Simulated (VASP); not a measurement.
# Be3OsC2 (Cmmm) in VASP: notebook

Runs on Be3OsC2. Level: PBE. Tasks: single point, relaxation of cell and atoms.

All numbers are computed with VASP 6.6.1; they aren't measurements. Logs are shortened: lines on timing, memory, paths and dates and some standing lists are left out, and cuts for length are marked.

## 1. The cell of the first run

Symmetry: Cmmm, No. 65, orthorhombic system. The conventional cell has a = 4.004 Å, b = 8.131 Å, c = 3.023 Å, α = 90.00°, β = 90.00°, γ = 90.00°. Within 2.5 Å of Be (site symmetry m2m) lie 4 C at 1.86 Å and 4 Be at 2.16 to 2.22 Å and 1 Os at 2.44 Å. Within 2.9 Å of Be (site symmetry mmm) lie 4 Be at 2.22 Å and 4 C at 2.27 Å and 4 Os at 2.51 Å. Os (site symmetry mmm) has 10 Be at 2.44 to 2.58 Å and 8 C at 2.72 Å and 2 Os at 3.02 Å within 3.2 Å. C (site symmetry 2/m) has 6 Be at 1.86 to 2.27 Å and 2 C at 2.00 Å within 2.5 Å.

## 2. Single point, PBE

The input, INCAR:

```
PREC = Accurate
ENCUT = 520
EDIFF = 1E-7
ISMEAR = 0
SIGMA = 0.1
LREAL = False
LASPH = True
NELM = 60
ALGO = Normal
ISIF = 2
LWAVE = False
LCHARG = False
GGA = PE
NBANDS = 20
```

The input, KPOINTS:

```
Automatic mesh
0
Gamma
  10 10 12
```

The input, POSCAR:

```
Be3OsC2
1.0
    2.0019417140     -4.0654067900      0.0000000000
    2.0019417140      4.0654067900      0.0000000000
    0.0000000000      0.0000000000      3.0228369376
Be Os C
3 1 2
Direct
    0.2002253622      0.7997746378      0.0000000000
    0.7997746378      0.2002253622      0.0000000000
    0.0000000000      0.0000000000      0.5000000000
    0.5000000000      0.5000000000      0.0000000000
    0.0000000000      0.5000000000      0.5000000000
    0.5000000000      0.0000000000      0.5000000000
```

Potentials or basis: VASP PAW PBE potentials, release 64 (Be, Os, C).

Run with:

```console
$ cat potpaw_PBE.64/Be/POTCAR potpaw_PBE.64/Os/POTCAR potpaw_PBE.64/C/POTCAR > POTCAR
$ mpirun -np 1 vasp_std > vasp.out
```

OUTCAR:

```text
PREC = Accurate
   ENCUT = 520
   EDIFF = 1E-7
   ISMEAR = 0
   LREAL = False
   LASPH = True
   NELM = 60
   ISIF = 2
   GGA = PE

 ion  position               nearest neighbor table
   1  0.200  0.800  0.000-   5 1.86   6 1.86   5 1.86   6 1.86   2 2.16   2 2.16   3 2.22   3 2.22
                             4 2.44   4 2.58   4 2.58
   2  0.800  0.200  0.000-   5 1.86   6 1.86   5 1.86   6 1.86   1 2.16   1 2.16   3 2.22   3 2.22
                             4 2.44   4 2.58   4 2.58
   3  0.000  0.000  0.500-   1 2.22   2 2.22   1 2.22   2 2.22   4 2.51   4 2.51   4 2.51   4 2.51

   4  0.500  0.500  0.000-   1 2.44   2 2.44   3 2.51   3 2.51   3 2.51   3 2.51   1 2.58   2 2.58
                             1 2.58   2 2.58   6 2.72   6 2.72   6 2.72   5 2.72   5 2.72   5 2.72
   5  0.000  0.500  0.500-   1 1.86   2 1.86   1 1.86   2 1.86   6 2.00   6 2.00   4 2.72   4 2.72
                             4 2.72   4 2.72
   6  0.500  0.000  0.500-   1 1.86   2 1.86   1 1.86   2 1.86   5 2.00   5 2.00   4 2.72   4 2.72
                             4 2.72   4 2.72

  LATTYP: Found a base centered orthorhombic cell.
 ALAT       =     4.0038834280
 B/A-ratio  =     2.0307318448
 C/A-ratio  =     0.7549762604

  Lattice vectors:

 A1 = (   2.0019417140,  -4.0654067900,   0.0000000000)
 A2 = (   2.0019417140,   4.0654067900,   0.0000000000)
 A3 = (   0.0000000000,   0.0000000000,   3.0228369376)

Analysis of symmetry for initial positions (statically):
=====================================================================
 Subroutine PRICEL returns:
 Original cell was already a primitive cell.

 Routine SETGRP: Setting up the symmetry group for a
 base centered orthorhombic supercell.

 Subroutine GETGRP returns: Found  8 space group operations
 (whereof  8 operations were pure point group operations)
 out of a pool of  8 trial point group operations.

The static configuration has the point symmetry D_2h.

Analysis of symmetry for dynamics (positions and initial velocities):
=====================================================================
 Subroutine PRICEL returns:
 Original cell was already a primitive cell.

 Routine SETGRP: Setting up the symmetry group for a
 base centered orthorhombic supercell.

 Subroutine GETGRP returns: Found  8 space group operations
 (whereof  8 operations were pure point group operations)
 out of a pool of  8 trial point group operations.

The dynamic configuration has the point symmetry D_2h.

 Subroutine INISYM returns: Found  8 space group operations
 (whereof  8 operations are pure point group operations),
 and found     1 'primitive' translations

----------------------------------------------------------------------------------------

                                     Primitive cell

  volume of cell :      49.2040

  direct lattice vectors                    reciprocal lattice vectors
     2.001941714 -4.065406790  0.000000000     0.249757521 -0.122988922  0.000000000
     2.001941714  4.065406790  0.000000000     0.249757521  0.122988922  0.000000000
     0.000000000  0.000000000  3.022836938     0.000000000  0.000000000  0.330815066

  length of vectors
     4.531589456  4.531589456  3.022836938     0.278397368  0.278397368  0.330815066

  position of ions in fractional coordinates (direct lattice)
     0.200225362  0.799774638  0.000000000
     0.799774638  0.200225362  0.000000000
     0.000000000  0.000000000  0.500000000
     0.500000000  0.500000000  0.000000000
     0.000000000  0.500000000  0.500000000
     0.500000000  0.000000000  0.500000000

  ion indices of the primitive-cell ions
   primitive index   ion index
                 1           1
                 2           2
                 3           3
                 4           4
                 5           5
                 6           6

----------------------------------------------------------------------------------------

 KPOINTS: Automatic mesh

Automatic generation of k-mesh.
 Grid dimensions read from file:
 generate k-points for:   10   10   12

 Generating k-lattice:

  Cartesian coordinates                     Fractional coordinates (reciprocal lattice)
     0.024975752 -0.012298892  0.000000000     0.100000000  0.000000000  0.000000000
     0.024975752  0.012298892  0.000000000     0.000000000  0.100000000  0.000000000
     0.000000000  0.000000000  0.027567922     0.000000000  0.000000000  0.083333333

  Length of vectors
     0.027839737  0.027839737  0.027567922

  Shift w.r.t. Gamma in fractional coordinates (k-lattice)
     0.000000000  0.000000000  0.000000000

 Subroutine IBZKPT returns following result:
 ===========================================

 Found    217 irreducible k-points:

 Following reciprocal coordinates:
            Coordinates               Weight
  0.000000  0.000000  0.000000      1.000000
  0.100000 -0.000000  0.000000      4.000000
  0.200000 -0.000000  0.000000      4.000000
  0.300000  0.000000  0.000000      4.000000
  0.400000 -0.000000  0.000000      4.000000
  0.500000  0.000000  0.000000      2.000000
[... 16 lines left out ...]
  0.300000  0.300000  0.000000      2.000000
  0.400000  0.300000  0.000000      4.000000
 [... further k-points ...]
   k-points           NKPTS =    217   k-points in BZ     NKDIM =    217   number of bands    NBANDS=     20
   number of dos      NEDOS =    301   number of ions     NIONS =      6
   total plane-waves  NPLWV =  31104
   dimension x,y,z NGX =    36 NGY =   36 NGZ =   24
   dimension x,y,z NGXF=    72 NGYF=   72 NGZF=   48
   ions per type =               3   1   2
   NGX,Y,Z   is equivalent  to a cutoff of  13.21, 13.21, 13.20 a.u.
   NGXF,Y,Z  is equivalent  to a cutoff of  26.41, 26.41, 26.40 a.u.
 SYSTEM =  unknown system
   PREC   = accura    normal or accurate (medium, high low for compatibility)
   ISTART =      0    job   : 0-new  1-cont  2-samecut
   ICHARG =      2    charge: 1-file 2-atom 10-const
   ISPIN  =      1    spin polarized calculation?
   LNONCOLLINEAR =      F non collinear calculations
   LSORBIT =      F    spin-orbit coupling
   LASPH  =      T    aspherical Exc in radial PAW
   ENCUT  =  520.0 eV  38.22 Ry    6.18 a.u.   8.43  8.43  5.62*2*pi/ulx,y,z
   NELM   =     60;   NELMIN=  2; NELMDL= -5     # of ELM steps
   EDIFF  = 0.1E-06   stopping-criterion for ELM
   LREAL  =      F    real-space projection
   EDIFFG = 0.1E-05   stopping-criterion for IOM
   NSW    =      0    number of steps for IOM
   IBRION =     -1    ionic relax: 0-MD 1-quasi-New 2-CG
   NFREE  =      0    steps in history (QN), initial steepest desc. (CG)
   ISIF   =      2    stress and relaxation
   ISYM   =      2    0-nonsym 1-usesym 2-fastsym
   POTIM  = 0.5000    time-step for ionic-motion
   TEBEG  =    0.0;   TEEND  =   0.0 temperature during run
   PSTRESS=    0.0 pullay stress
   NELECT =      22.0000    total number of electrons
   NUPDOWN=      -1.0000    fix difference up-down
   EMIN   =  10.00;   EMAX   =-10.00  energy-range for DOS
   EFERMI =   0.00;   METHOD = LEGACY
   ISMEAR =     0;   SIGMA  =   0.10  broadening in eV -4-tet -1-fermi 0-gaus
   EFERMI_NEDOS =   21; number of points for ismear=-14 and -15
   IALGO  =     38    algorithm
   IMIX   =      4    mixing-type and parameters
     AMIX     =   0.40;   BMIX     =  1.00
     AMIX_MAG =   1.60;   BMIX_MAG =  1.00
  volume/ion in A,a.u.               =       8.20        55.34
  Fermi-wavevector in a.u.,A,eV,Ry     =   1.251841  2.365636 21.321754  1.567105
  Thomas-Fermi vector in A             =   2.385769
   LORBIT       =      0    0 simple, 1 ext, 2 COOP (PROOUT), +10 PAW based schemes
   GGA     = PE    functional components
   LHFCALC =     F    Hartree Fock is set to
   AEXX    =    0.0000 exact exchange contribution
   IVDW    =     0    specifies the selected vdW correction
   LEPSILON=     F    determine dielectric tensor
   LRPA    =     F    only Hartree local field effects (RPA)
 non-spin polarized calculation
 Gauss-broadening in eV      SIGMA  =   0.10
  energy-cutoff  :      520.00
  volume of cell :       49.20
 maximum number of plane-waves:      1344
 NGX is ok and might be reduce to    36
   NGX = 17   NGY = 17   NGZ = 11

 number of electron      22.0000001 magnetization

 Free energy of the ion-electron system (eV)
  ---------------------------------------------------
  ext. energy  EPLUGINS =         0.00000000
  ---------------------------------------------------
  free energy    TOTEN  =       -34.97724115 eV

  energy without entropy =      -34.96711379  energy(sigma->0) =      -34.97217747

 E-fermi :   8.6250     XC(G=0): -12.2953

 val. band max:        8.6239800753   @ k =  -0.4000   0.1000   0.1667
 cond. band min:       8.6283499837   @ k =  -0.4000   0.1000   0.0833
 fundamental gap:      0.0043699085
 Fermi energy:         8.6249780200

 k-point     1 :       0.0000    0.0000    0.0000
  band No.  band energies     occupation
      1      -7.6347      2.00000
      2      -1.3069      2.00000
      3       0.4035      2.00000
      4       1.8359      2.00000
      5       1.9054      2.00000
      6       3.1890      2.00000
[... 12 lines left out ...]
     19      15.4348      0.00000
     20      16.2903      0.00000

 k-point     2 :       0.1000   -0.0000    0.0000
  band No.  band energies     occupation
      1      -7.5490      2.00000
      2      -1.9262      2.00000
      3       0.8986      2.00000
      4       1.7415      2.00000
      5       2.3287      2.00000
      6       3.2434      2.00000
[... 12 lines left out ...]
     19      15.4549      0.00000
     20      16.1254      0.00000
[... 465 lines left out ...]
      3      -0.3080      2.00000
      4       3.0021      2.00000
      5       4.0650      2.00000
      6       4.1994      2.00000
[... 12 lines left out ...]
     19      15.0085      0.00000
     20      19.0628      0.00000

 k-point    24 :       0.4000    0.3000    0.0000
  band No.  band energies     occupation
      1      -6.4866      2.00000
      2      -4.0817      2.00000
      3      -0.9098      2.00000
      4       3.4079      2.00000
      5       3.5338      2.00000
      6       4.0472      2.00000
[... 12 lines left out ...]
     19      14.8197      0.00000
     20      18.7715      0.00000

 [... further k-points ...]
[... 5 lines left out ...]
  --------------------------------------------------------------------------------------
  -------------------------------------------------------------------------------------
  Total        0.0810508      0.0775318      0.1649933      0.0000000      0.0000000      0.0000000
  in kB        2.6391737      2.5245879      5.3725026      0.0000000      0.0000000      0.0000000
  external PRESSURE =       3.5120881 kB  Pullay stress =       0.0000000 kB

 VOLUME and BASIS-vectors are now :
 -----------------------------------------------------------------------------
  energy-cutoff  :      520.00
  volume of cell :       49.20
      direct lattice vectors                 reciprocal lattice vectors
     2.001941714 -4.065406790  0.000000000     0.249757521 -0.122988922  0.000000000
     2.001941714  4.065406790  0.000000000     0.249757521  0.122988922  0.000000000
     0.000000000  0.000000000  3.022836938     0.000000000  0.000000000  0.330815066

 POSITION                                       TOTAL-FORCE (eV/Angst)
 -----------------------------------------------------------------------------------
      2.00194      2.43741      0.00000         0.000000      0.006172     -0.000000
      2.00194     -2.43741      0.00000         0.000000     -0.006172      0.000000
      0.00000      0.00000      1.51142         0.000000      0.000000      0.000000
      2.00194      0.00000      0.00000        -0.000000      0.000000      0.000000
      1.00097      2.03270      1.51142         0.000000      0.000000      0.000000
      1.00097     -2.03270      1.51142         0.000000     -0.000000      0.000000
 -----------------------------------------------------------------------------------
    total drift:                                0.000000      0.000000      0.000000

  FREE ENERGIE OF THE ION-ELECTRON SYSTEM (eV)
  ---------------------------------------------------
  free  energy   TOTEN  =       -34.9772411491 eV

  energy  without entropy=      -34.9671137863  energy(sigma->0) =      -34.97217747
```

Wall time 4.3 min (1 thread of Oxide Virtual Turin-like, shared host); peak memory 0.31 GiB.

Results:

- Free energy: -34.9772 eV
- Pressure: 0.4 GPa
- Largest force: 0.006 eV/Å
- Band gap on the k mesh: zero (band 11 reaches 9.80 eV, above the bottom of band 12 at 7.91 eV)

Forces on the atoms (eV/Å):
```
Be   0.000  0.006  0.000
Be   0.000 -0.006  0.000
Be   0.000  0.000  0.000
Os   0.000  0.000  0.000
C    0.000  0.000  0.000
C    0.000  0.000  0.000
```

Caveat: spin-orbit coupling is left out, which moves the levels of the heavy elements.

## 3. Relaxation of cell and atoms, PBE

This run uses another cell than the first one, of 8.11 Å³/atom, 0.989 times its volume.

The input, INCAR:

```
SYSTEM = Be3OsC2
  PREC = Accurate
  ENCUT = 600
  EDIFF = 1E-6
  ISMEAR = 0
  SIGMA = 0.1
  LREAL = .False.
  LASPH = .True.
  NELM = 100
  ALGO = Normal
  ISIF = 3
  LWAVE = .False.
  LCHARG = .False.
  GGA = PE
  IBRION = 2
  NSW = 100
  EDIFFG = -0.01
```

The input, KPOINTS:

```
regular mesh
0
Gamma
  10 10 12
  0 0 0
```

The input, POSCAR:

```
Be3OsC2
1.0
    2.1677748303     -3.7853776499      0.0000000000
    2.1677748303      3.7853776499      0.0000000000
    0.0000000000      0.0000000000      2.9661825368
Be Os C
3 1 2
Direct
    0.1960627724      0.8039372276      0.0000000000
    0.8039372276      0.1960627724      0.0000000000
    0.0000000000      0.0000000000      0.5000000000
    0.5000000000      0.5000000000      0.0000000000
    0.0000000000      0.5000000000      0.5000000000
    0.5000000000      0.0000000000      0.5000000000
```

Potentials or basis: VASP PAW PBE potentials, release 64 (Be, Os, C).

Run with:

```console
$ cat potpaw_PBE.64/Be/POTCAR potpaw_PBE.64/Os/POTCAR potpaw_PBE.64/C/POTCAR > POTCAR
$ mpirun -np 1 vasp_std > vasp.out
```

Wall time 17 min (1 thread of Oxide Virtual Turin-like, shared host); peak memory 0.35 GiB.

It converged, with:

```yaml
Free_energy: -34.9790 eV
Relaxed_volume: 8.21 Å³/atom
Relaxed_cell: a = 4.532 Å, b = 4.532 Å, c = 3.025 Å, α = 90.00°, β = 90.00°, γ = 127.54°
Space_group_after_relaxing_to_0.05_Å: Cmmm (No. 65)
Energy_gained_by_relaxing: 23.7 meV/atom
Ionic_steps: 12
Pressure_after_relaxing: 0.0 GPa
Largest_force_after_relaxing: 0.006 eV/Å
Band_gap_on_the_k_mesh: zero (band 11 reaches 9.78 eV, above the bottom of band 12 at 7.90 eV)
```

Forces in eV/Å, atoms in the order of the input:
```
Be   0.000 -0.006  0.000
Be   0.000  0.006  0.000
Be   0.000  0.000  0.000
Os   0.000  0.000  0.000
C    0.000  0.000  0.000
C    0.000  0.000  0.000
```

Stress tensor (GPa, compression positive):
```
-0.17  0.00  0.00
 0.00  0.00  0.00
 0.00  0.00  0.11
```

The path:
| step | energy change (eV) | largest force (eV/Å) | pressure (GPa) | volume (Å³) |
| --- | --- | --- | --- | --- |
| 1 | 0.0000 | 0.0608 | 0.19 | 48.68 |
| 2 | -0.0577 | 0.0720 | 0.11 | 48.73 |
| 3 | -0.1008 | 0.0560 | 0.25 | 48.76 |
| 4 | -0.1153 | 0.0403 | 0.33 | 48.74 |
| 5 | -0.1046 | 0.0384 | 1.47 | 48.66 |
| 6 | -0.1226 | 0.0412 | 0.71 | 48.72 |
| 7 | -0.1388 | 0.1076 | -0.10 | 49.14 |
| 8 | -0.1399 | 0.1266 | -0.29 | 49.27 |
| 9 | -0.1417 | 0.0347 | 0.55 | 49.13 |
| 10 | -0.1417 | 0.0354 | 0.54 | 49.13 |
| 11 | -0.1418 | 0.0179 | -0.53 | 49.40 |
| 12 | -0.1421 | 0.0064 | -0.02 | 49.27 |

Final structure:
```cif
data_structure
_symmetry_space_group_name_H-M 'P 1'
_symmetry_Int_Tables_number 1
_cell_length_a 4.5325
_cell_length_b 4.5325
_cell_length_c 3.0248
_cell_angle_alpha 90.000
_cell_angle_beta 90.000
_cell_angle_gamma 127.537
_cell_volume 49.27
loop_
_atom_site_label
_atom_site_type_symbol
_atom_site_fract_x
_atom_site_fract_y
_atom_site_fract_z
_atom_site_occupancy
Be1 Be 0.20006 0.79994 0.00000 1
Be2 Be 0.79994 0.20006 0.00000 1
Be3 Be 0.00000 0.00000 0.50000 1
Os1 Os 0.50000 0.50000 0.00000 1
C1 C 0.00000 0.50000 0.50000 1
C2 C 0.50000 0.00000 0.50000 1
```

Levels at points of the mesh, in eV from the Fermi level:
| k point | band 9 | band 10 | band 11 | band 12 | band 13 | band 14 |
| --- | --- | --- | --- | --- | --- | --- |
| (0.00, 0.00, 0.00) | -1.33 | -1.04 | -0.95 | -0.66 | 0.34 | 4.76 |
| (0.50, 0.00, 0.00) | -1.57 | -1.56 | -0.89 | 0.39 | 0.49 | 0.77 |
| (0.50, 0.50, 0.00) | -1.58 | 0.38 | 1.01 | 1.24 | 2.33 | 2.86 |
| (0.00, 0.00, 0.50) | -0.31 | 0.14 | 0.57 | 0.63 | 1.56 | 2.25 |
| (0.50, 0.00, 0.50) | -2.58 | -1.69 | 0.45 | 0.68 | 0.87 | 2.34 |
| (0.50, 0.50, 0.50) | -2.52 | -2.29 | -1.65 | 0.01 | 1.86 | 4.57 |

Caveat: spin-orbit coupling is left out, which moves the levels of the heavy elements.
